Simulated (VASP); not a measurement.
Wanted: the native input for a VASP 6.6.1 run.

| Quantity | Value |
| --- | --- |
| Task | single point |
| Functional | PBE |
| Potentials or basis | VASP PAW PBE potentials, release 64 (Au) |
| Cutoff | 520 eV |
| k mesh | 18 × 18 × 6 |
| Occupations | gaussian, width 0.1 eV |
| Spin | no spin polarisation |
| Dipole correction | no |
| Further INCAR settings | ALGO = Fast; EDIFF = 1e-06; NBANDS = 30 |

The structure of Au lies in POSCAR:

```
Au
1.0
    2.9315343988      0.0000000000      0.0000000000
   -1.4657671994      2.5387832614      0.0000000000
    0.0000000000      0.0000000000      9.6641460237
Au
4
Direct
    0.0000000000      0.0000000000      0.0000000000
    0.0000000000      0.0000000000      0.5000000000
    0.3333333333      0.6666666667      0.7500000000
    0.6666666667      0.3333333333      0.2500000000
```

This isn't the form of Au at room conditions, which is fcc.

These files were run (other wordings do the same):

INCAR

```
SYSTEM = Au
ALGO     = Fast           ! electronic algorithm
EDIFF    = 1E-6           ! SCF threshold, eV
ENCUT    = 520            ! plane-wave cutoff, eV
GGA      = PE             ! functional
ISIF     = 2              ! what is computed and relaxed
ISMEAR   = 0              ! smearing method
LASPH    = .TRUE.         ! aspherical terms in the spheres
LCHARG   = .FALSE.        ! write CHGCAR
LREAL    = .FALSE.        ! projectors in reciprocal space
LWAVE    = .FALSE.        ! write WAVECAR
NBANDS   = 30             ! bands
NELM     = 100            ! most SCF steps
PREC     = Accurate       ! precision mode
SIGMA    = 0.1            ! smearing width, eV
```

KPOINTS

```
k-points
0
G
  18 18 6
  0 0 0
```

Potentials or basis: VASP PAW PBE potentials, release 64 (Au).

Run with:

```bash
$ cat potpaw_PBE.64/Au/POTCAR > POTCAR
$ mpirun -np 1 vasp_std > vasp.out
```

Results of the run:

The pressure is -0.3 GPa and the band gap on the k mesh is zero (bands 22 and 23 overlap by 5.01 eV).

Caveat: spin-orbit coupling is left out, which moves the levels of the heavy elements.

Run time: 100 s on 1 thread of Intel(R) Xeon(R) 6975P-C (Granite Rapids) (shared host), peak memory 0.36 GiB.
